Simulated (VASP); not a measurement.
# GdO (F-43m) in VASP: a series of runs

GdO is run at these levels: BLYP+D3(BJ)+U, PBEsol+U, PBE+D4+U; tasks: single point.

Everything below comes from runs of VASP 6.6.1. Logs are shortened: lines on timing, memory, paths and dates and some standing lists are left out, and cuts for length are marked.

## 1. The cell of the first run

It takes space group F-43m (No. 216, cubic). The conventional cell has a = 5.362 Å, b = 5.362 Å, c = 5.362 Å, α = 90.00°, β = 90.00°, γ = 90.00°. Within 3.1 Å of Gd (site symmetry -43m) lie 4 O at 2.32 Å. Within 3.1 Å of O (site symmetry -43m) lie 4 Gd at 2.32 Å.

## 2. Single point, BLYP+D3(BJ)+U, collinear spin, ferromagnetic start

Input file INCAR:

```
AGGAC = 1.0
AGGAX = 1.0
ALDAC = 0.0
ALDAX = 1.0
ALGO = Normal
EDIFF = 1E-7
ENCUT = 520
GGA = B5
ISIF = 2
ISMEAR = 0
ISPIN = 2
IVDW = 12
LASPH = True
LCHARG = True
LDAU = True
LDAUJ = 0 0
LDAUL = 3 -1
LDAUPRINT = 1
LDAUTYPE = 2
LDAUU = 6 0
LELF = True
LMAXMIX = 6
LORBIT = 11
LREAL = False
LVHAR = True
LWAVE = False
MAGMOM = 7.71 0.04
NBANDS = 23
NELM = 150
PREC = Accurate
SIGMA = 0.05
VDW_A1 = 0.4298
VDW_A2 = 4.2359
VDW_S6 = 1.0
VDW_S8 = 2.6996
```

Input file KPOINTS:

```
k-points
0
Gamma
  8 8 8
```

Input file POSCAR:

```
GdO
1.0
    0.0000000000      2.6808689285      2.6808689285
    2.6808689285      0.0000000000      2.6808689285
    2.6808689285      2.6808689285      0.0000000000
Gd O
1 1
Direct
    0.0000000000      0.0000000000      0.0000000000
    0.2500000000      0.2500000000      0.2500000000
```

Potentials or basis: VASP PAW PBE potentials, release 64 (Gd, O).

Command:

```sh
> cat potpaw_PBE.64/Gd/POTCAR potpaw_PBE.64/O/POTCAR > POTCAR
> mpirun -np 1 vasp_std > vasp.out
```

OUTCAR:

```text
EDIFF = 1E-7
   ENCUT = 520
   GGA = B5
   ISIF = 2
   ISMEAR = 0
   ISPIN = 2
   IVDW = 12
   LASPH = True
   LORBIT = 11
   LREAL = False
   NELM = 150
   PREC = Accurate
 IVDW          = 12

 ion  position               nearest neighbor table
   1  0.000  0.000  0.000-   2 2.32   2 2.32   2 2.32   2 2.32
   2  0.250  0.250  0.250-   1 2.32   1 2.32   1 2.32   1 2.32

  LATTYP: Found a face centered cubic cell.
 ALAT       =     5.3617378570

  Lattice vectors:

 A1 = (   0.0000000000,   2.6808689285,   2.6808689285)
 A2 = (   2.6808689285,   0.0000000000,   2.6808689285)
 A3 = (   2.6808689285,   2.6808689285,   0.0000000000)

Analysis of symmetry for initial positions (statically):
=====================================================================
 Subroutine PRICEL returns:
 Original cell was already a primitive cell.

 Routine SETGRP: Setting up the symmetry group for a
 face centered cubic supercell.

 Subroutine GETGRP returns: Found 24 space group operations
 (whereof 24 operations were pure point group operations)
 out of a pool of 48 trial point group operations.

The static configuration has the point symmetry T_d .

Analysis of symmetry for dynamics (positions and initial velocities):
=====================================================================
 Subroutine PRICEL returns:
 Original cell was already a primitive cell.

 Routine SETGRP: Setting up the symmetry group for a
 face centered cubic supercell.

 Subroutine GETGRP returns: Found 24 space group operations
 (whereof 24 operations were pure point group operations)
 out of a pool of 48 trial point group operations.

The dynamic configuration has the point symmetry T_d .

Analysis of structural, dynamic, and magnetic symmetry:
=====================================================================
 Subroutine PRICEL returns:
 Original cell was already a primitive cell.

 Routine SETGRP: Setting up the symmetry group for a
 face centered cubic supercell.

 Subroutine GETGRP returns: Found 24 space group operations
 (whereof 24 operations were pure point group operations)
 out of a pool of 48 trial point group operations.

The overall configuration has the point symmetry T_d .

 Subroutine INISYM returns: Found 24 space group operations
 (whereof 24 operations are pure point group operations),
 and found     1 'primitive' translations

----------------------------------------------------------------------------------------

                                     Primitive cell

  volume of cell :      38.5351

  direct lattice vectors                    reciprocal lattice vectors
     0.000000000  2.680868928  2.680868928    -0.186506694  0.186506694  0.186506694
     2.680868928  0.000000000  2.680868928     0.186506694 -0.186506694  0.186506694
     2.680868928  2.680868928  0.000000000     0.186506694  0.186506694 -0.186506694

  length of vectors
     3.791321198  3.791321198  3.791321198     0.323039069  0.323039069  0.323039069

  position of ions in fractional coordinates (direct lattice)
     0.000000000  0.000000000  0.000000000
     0.250000000  0.250000000  0.250000000

  ion indices of the primitive-cell ions
   primitive index   ion index
                 1           1
                 2           2

----------------------------------------------------------------------------------------

 KPOINTS: k-points

Automatic generation of k-mesh.
 Grid dimensions read from file:
 generate k-points for:    8    8    8

 Generating k-lattice:

  Cartesian coordinates                     Fractional coordinates (reciprocal lattice)
[... 64 lines left out ...]
   IBRION =     -1    ionic relax: 0-MD 1-quasi-New 2-CG
   NFREE  =      0    steps in history (QN), initial steepest desc. (CG)
   ISIF   =      2    stress and relaxation
   ISYM   =      2    0-nonsym 1-usesym 2-fastsym
   POTIM  = 0.5000    time-step for ionic-motion
   TEBEG  =    0.0;   TEEND  =   0.0 temperature during run
   PSTRESS=    0.0 pullay stress
   NELECT =      24.0000    total number of electrons
   NUPDOWN=      -1.0000    fix difference up-down
   EMIN   =  10.00;   EMAX   =-10.00  energy-range for DOS
   EFERMI =   0.00;   METHOD = LEGACY
   ISMEAR =     0;   SIGMA  =   0.05  broadening in eV -4-tet -1-fermi 0-gaus
   EFERMI_NEDOS =   21; number of points for ismear=-14 and -15
   IALGO  =     38    algorithm
   IMIX   =      4    mixing-type and parameters
     AMIX     =   0.40;   BMIX     =  1.00
     AMIX_MAG =   1.60;   BMIX_MAG =  1.00
  volume/ion in A,a.u.               =      19.27       130.02
  Fermi-wavevector in a.u.,A,eV,Ry     =   1.398062  2.641953 26.593627  1.954576
  Thomas-Fermi vector in A             =   2.521257
   LORBIT       =     11    0 simple, 1 ext, 2 COOP (PROOUT), +10 PAW based schemes
 LDA+U is selected, type is set to LDAUTYPE =  2
   angular momentum for each species LDAUL =     3   -1
   U (eV)           for each species LDAUU =   6.0  0.0
   J (eV)           for each species LDAUJ =   0.0  0.0
   GGA     = B5    functional components
   LHFCALC =     F    Hartree Fock is set to
   AEXX    =    0.0000 exact exchange contribution
   IVDW    =    12    specifies the selected vdW correction
   LEPSILON=     F    determine dielectric tensor
   LRPA    =     F    only Hartree local field effects (RPA)
 spin polarized calculation
 Gauss-broadening in eV      SIGMA  =   0.05
  energy-cutoff  :      520.00
  volume of cell :       38.54
 maximum number of plane-waves:      1056
   NGX = 15   NGY = 15   NGZ = 15

atom =   1  type =  1  l = 3

 onsite density matrix

spin component  1

  0.9920  0.0000 -0.0001  0.0000 -0.0000  0.0000 -0.0000
  0.0000  0.9986  0.0000 -0.0000  0.0000  0.0000  0.0000
 -0.0001  0.0000  0.9920  0.0000  0.0000 -0.0000  0.0000
  0.0000 -0.0000  0.0000  0.9919 -0.0000 -0.0000  0.0000
 -0.0000  0.0000  0.0000 -0.0000  0.9920  0.0000  0.0001
  0.0000  0.0000 -0.0000 -0.0000  0.0000  0.9921  0.0000
 -0.0000  0.0000  0.0000  0.0000  0.0001  0.0000  0.9920

spin component  2

  0.0036 -0.0000 -0.0002 -0.0000 -0.0000  0.0000 -0.0000
 -0.0000  0.0119  0.0000 -0.0000  0.0000 -0.0000  0.0000
 -0.0002  0.0000  0.0036  0.0000 -0.0000  0.0000  0.0000
 -0.0000 -0.0000  0.0000  0.0034 -0.0000  0.0000 -0.0000
 -0.0000  0.0000 -0.0000 -0.0000  0.0036  0.0000  0.0002
  0.0000 -0.0000  0.0000  0.0000  0.0000  0.0038 -0.0000
 -0.0000  0.0000  0.0000 -0.0000  0.0002 -0.0000  0.0036

 occupancies and eigenvectors

  o =  0.0034  v =  0.0000  0.0000  0.0000  0.0000  0.0000  0.0000  0.0000 -0.0030  0.0000 -0.0023 -0.0001  0.6124 -0.0000 -0.7906      0.0000  0.0000  0.0000  0.0000  0.0000  0.0000  0.0000  0.0000  0.0000  0.0000  0.0000  0.0000  0.0000  0.0000
  o =  0.0034  v =  0.0000  0.0000  0.0000  0.0000  0.0000  0.0000  0.0000  0.7906 -0.0000  0.6124 -0.0001  0.0023 -0.0000 -0.0030      0.0000  0.0000  0.0000  0.0000  0.0000  0.0000  0.0000  0.0000  0.0000  0.0000  0.0000  0.0000  0.0000  0.0000
  o =  0.0034  v =  0.0000  0.0000  0.0000  0.0000  0.0000  0.0000  0.0000  0.0001  0.0000  0.0001  1.0000  0.0001 -0.0000 -0.0001      0.0000  0.0000  0.0000  0.0000  0.0000  0.0000  0.0000  0.0000  0.0000  0.0000  0.0000  0.0000  0.0000  0.0000
  o =  0.0038  v =  0.0000  0.0000  0.0000  0.0000  0.0000  0.0000  0.0000 -0.0003  0.0000  0.0004  0.0000 -0.7906 -0.0003 -0.6124      0.0000  0.0000  0.0000  0.0000  0.0000  0.0000  0.0000  0.0000  0.0000  0.0000  0.0000  0.0000  0.0000  0.0000
  o =  0.0038  v =  0.0000  0.0000  0.0000  0.0000  0.0000  0.0000  0.0000  0.6124  0.0000 -0.7906 -0.0000 -0.0004  0.0003 -0.0003      0.0000  0.0000  0.0000  0.0000  0.0000  0.0000  0.0000  0.0000  0.0000  0.0000  0.0000  0.0000  0.0000  0.0000
  o =  0.0038  v =  0.0000  0.0000  0.0000  0.0000  0.0000  0.0000  0.0000  0.0002  0.0000 -0.0002 -0.0000  0.0002 -1.0000  0.0002      0.0000  0.0000  0.0000  0.0000  0.0000  0.0000  0.0000  0.0000  0.0000  0.0000  0.0000  0.0000  0.0000  0.0000
  o =  0.0119  v =  0.0000  0.0000  0.0000  0.0000  0.0000  0.0000  0.0000  0.0000 -1.0000 -0.0000  0.0000  0.0000 -0.0000 -0.0000      0.0000  0.0000  0.0000  0.0000  0.0000  0.0000  0.0000  0.0000  0.0000  0.0000  0.0000  0.0000  0.0000  0.0000
  o =  0.9919  v =  0.0005 -0.0000  0.0004 -0.9975 -0.0431  0.0000  0.0557  0.0000  0.0000  0.0000  0.0000  0.0000  0.0000  0.0000      0.0000  0.0000  0.0000  0.0000  0.0000  0.0000  0.0000  0.0000  0.0000  0.0000  0.0000  0.0000  0.0000  0.0000
  o =  0.9919  v = -0.0222 -0.0000 -0.0172  0.0704 -0.6106 -0.0000  0.7883  0.0000  0.0000  0.0000  0.0000  0.0000  0.0000  0.0000      0.0000  0.0000  0.0000  0.0000  0.0000  0.0000  0.0000  0.0000  0.0000  0.0000  0.0000  0.0000  0.0000  0.0000
  o =  0.9919  v =  0.7903  0.0000  0.6121  0.0026 -0.0171 -0.0000  0.0221  0.0000  0.0000  0.0000  0.0000  0.0000  0.0000  0.0000      0.0000  0.0000  0.0000  0.0000  0.0000  0.0000  0.0000  0.0000  0.0000  0.0000  0.0000  0.0000  0.0000  0.0000
  o =  0.9921  v =  0.0001  0.0000 -0.0002 -0.0000  0.0417 -0.9986  0.0323  0.0000  0.0000  0.0000  0.0000  0.0000  0.0000  0.0000      0.0000  0.0000  0.0000  0.0000  0.0000  0.0000  0.0000  0.0000  0.0000  0.0000  0.0000  0.0000  0.0000  0.0000
  o =  0.9921  v = -0.6124  0.0000  0.7906 -0.0000 -0.0022 -0.0003 -0.0017  0.0000  0.0000  0.0000  0.0000  0.0000  0.0000  0.0000      0.0000  0.0000  0.0000  0.0000  0.0000  0.0000  0.0000  0.0000  0.0000  0.0000  0.0000  0.0000  0.0000  0.0000
  o =  0.9921  v =  0.0017 -0.0000 -0.0022 -0.0000 -0.7895 -0.0528 -0.6115  0.0000  0.0000  0.0000  0.0000  0.0000  0.0000  0.0000      0.0000  0.0000  0.0000  0.0000  0.0000  0.0000  0.0000  0.0000  0.0000  0.0000  0.0000  0.0000  0.0000  0.0000
  o =  0.9986  v =  0.0000  1.0000 -0.0000 -0.0000 -0.0000  0.0000  0.0000  0.0000  0.0000  0.0000  0.0000  0.0000  0.0000  0.0000      0.0000  0.0000  0.0000  0.0000  0.0000  0.0000  0.0000  0.0000  0.0000  0.0000  0.0000  0.0000  0.0000  0.0000

 number of electron      23.9999997 magnetization       7.8993343

 Free energy of the ion-electron system (eV)
  ---------------------------------------------------
  ext. energy  EPLUGINS =         0.00000000
  ---------------------------------------------------
  free energy    TOTEN  =       -20.50024816 eV

  energy without entropy =      -20.49875312  energy(sigma->0) =      -20.49950064

 E-fermi :   4.8036     XC(G=0):  -9.6900

 val. band max:        4.8012938978   @ k =   0.5000   0.0000   0.0000
 cond. band min:       4.8128980439   @ k =   0.3750   0.1250   0.0000
 fundamental gap:      0.0116041461
 Fermi energy:         4.8036186661

 spin component 1

 k-point     1 :       0.0000    0.0000    0.0000
  band No.  band energies     occupation
      1     -41.0456      1.00000
      2     -18.3589      1.00000
      3     -18.3589      1.00000
      4     -18.3589      1.00000
      5     -14.8257      1.00000
      6      -3.8280      1.00000
[... 1241 lines left out ...]
     22      13.8409      0.00000
     23      17.5544      0.00000

 [... further k-points ...]

------------------------ aborting loop because EDIFF is reached ----------------------------------------

 Edisp (eV)   -1.32101

 E8    (eV) :    -1.0103

  FORCE on cell =-STRESS in cart. coord.  units (eV):
  Direction    XX          YY          ZZ          XY          YZ          ZX
  --------------------------------------------------------------------------------------
  -------------------------------------------------------------------------------------
  Total       0.04299     0.04299     0.04299     0.00000    -0.00000     0.00000
  in kB       1.78743     1.78743     1.78743     0.00000    -0.00000     0.00000
  external pressure =        1.79 kB  Pullay stress =        0.00 kB

 VOLUME and BASIS-vectors are now :
 -----------------------------------------------------------------------------
  energy-cutoff  :      520.00
  volume of cell :       38.54
      direct lattice vectors                 reciprocal lattice vectors
     0.000000000  2.680868928  2.680868928    -0.186506694  0.186506694  0.186506694
     2.680868928  0.000000000  2.680868928     0.186506694 -0.186506694  0.186506694
     2.680868928  2.680868928  0.000000000     0.186506694  0.186506694 -0.186506694

 POSITION                                       TOTAL-FORCE (eV/Angst)
 -----------------------------------------------------------------------------------
      0.00000      0.00000      0.00000         0.000000      0.000000      0.000000
      1.34043      1.34043      1.34043        -0.000000     -0.000000     -0.000000
 -----------------------------------------------------------------------------------
    total drift:                                0.000000      0.000000      0.000000

  FREE ENERGIE OF THE ION-ELECTRON SYSTEM (eV)
  ---------------------------------------------------
  free  energy   TOTEN  =       -21.8212588667 eV

  energy  without entropy=      -21.8197638273  energy(sigma->0) =      -21.82051135

 total charge

# of ion       s       p       d       f       tot
--------------------------------------------------
    1        2.036   5.635   0.533   6.977  15.181
    2        1.561   3.462   0.000   0.000   5.024
--------------------------------------------------
tot          3.597   9.097   0.533   6.977  20.204

 magnetization (x)

# of ion       s       p       d       f       tot
--------------------------------------------------
    1        0.005  -0.049   0.212   6.912   7.079
    2        0.005   0.019   0.000   0.000   0.023
--------------------------------------------------
tot          0.009  -0.030   0.212   6.912   7.103
```

Run time: 79 s. Hardware: 1 thread of Intel Xeon 6975P-C, shared host; peak memory 0.22 GiB.

Results:

```
Free energy                                           : -21.8213 eV
Pressure                                              : 0.2 GPa
Net moment                                            : 7.90 μB per cell
Site moments                                          : Gd +7.08; O +0.02 μB
Valence electrons inside the program's atomic spheres : Gd 15.18; O 5.02
Dispersion energy per atom                            : -0.661 eV
```

Eigenvalues of the final occupation matrices:
| site | spin | trace | eigenvalues |
| --- | --- | --- | --- |
| site 1 f | 1 | 6.95 | 0.99 0.99 0.99 0.99 0.99 0.99 1.00 |
| site 1 f | 2 | 0.03 | 0.00 0.00 0.00 0.00 0.00 0.00 0.01 |

Caveat: the PAW data sets were made with another functional, which shifts forces and pressure a little; spin-orbit coupling is left out, which moves the levels of the heavy elements; a cell with one magnetic atom can't hold antiferromagnetic order, which such compounds often take; pairwise dispersion overbinds metals, which lowers pressure and volume. The state reached can hang on the start; a lower one may exist.

(Continued in part 2 of 2.)
